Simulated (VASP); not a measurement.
Input of a VASP 6.6.1 run:

Contents of INCAR:

```
PREC = Accurate
ENCUT = 520
EDIFF = 1E-6
ISMEAR = -1
SIGMA = 0.1
LREAL = F
LASPH = T
NELM = 80
ALGO = Normal
ISIF = 2
LWAVE = F
LCHARG = T
GGA = PE
LELF = T
LVHAR = T
NBANDS = 12
```

The input KPOINTS:

```
regular mesh
0
Gamma
  14 14 13
```

The input POSCAR:

```
Cd
1.0
    3.0398335897      0.0000000000      0.0000000000
   -1.5199167949      2.6325731119      0.0000000000
    0.0000000000      0.0000000000      3.1553070992
Cd
1
Direct
    0.0000000000      0.0000000000      0.0000000000
```

Potentials or basis: VASP PAW PBE potentials, release 64 (Cd).

Launch:

```console
$ cat potpaw_PBE.64/Cd/POTCAR > POTCAR
$ mpirun -np 1 vasp_std > vasp.out
```

(1) What does it give for the pressure?

(2) What does it give for the band gap on the k mesh?

## Answers

(1) 0.2 GPa.

(2) zero (bands 6 and 7 overlap by 5.16 eV).
